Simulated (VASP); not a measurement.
A run of VASP 6.6.1 is set up as follows.

The input INCAR:

```
ALGO     = Normal         # electronic algorithm
EDIFF    = 1E-7           # SCF threshold, eV
ENCUT    = 520            # plane-wave cutoff, eV
GGA      = PE             # functional
ISIF     = 2              # what is computed and relaxed
ISMEAR   = 0              # smearing method
LASPH    = T              # aspherical terms in the spheres
LCHARG   = F              # write CHGCAR
LREAL    = F              # projectors in reciprocal space
LWAVE    = F              # write WAVECAR
NBANDS   = 17             # bands
NELM     = 80             # most SCF steps
PREC     = Accurate       # precision mode
SIGMA    = 0.1            # smearing width, eV
```

File KPOINTS:

```
k-points
0
Gamma
  3 3 6
```

POSCAR

```
Si3Te
1.0
    5.9185935468      0.0000000000      0.0000000000
   -2.9592967734      5.1256523662      0.0000000000
    0.0000000000      0.0000000000      2.6414368954
Si Te
3 1
Direct
    0.5000000000      0.0000000000      0.5000000000
    0.0000000000      0.5000000000      0.5000000000
    0.5000000000      0.5000000000      0.5000000000
    0.0000000000      0.0000000000      0.5000000000
```

Potentials or basis: VASP PAW PBE potentials, release 64 (Si, Te).

Launch:

```sh
$ cat potpaw_PBE.64/Si/POTCAR potpaw_PBE.64/Te/POTCAR > POTCAR
$ mpirun -np 1 vasp_std > vasp.out
```

Problem. What does it give for the pressure?

Solution. 0.0 GPa.

Problem. Predict the band gap on the k mesh.

Solution. Zero (bands 9 and 10 overlap by 4.83 eV).

Stress tensor (GPa, compression positive):
```
-0.03  0.00  0.00
 0.00 -0.03  0.00
 0.00  0.00  0.15
```

Caveat: the k points lie up to 0.41 Å⁻¹ apart, too coarse for converged energies and pressures of a metal; spin-orbit coupling is left out, which moves the levels of the heavy elements.
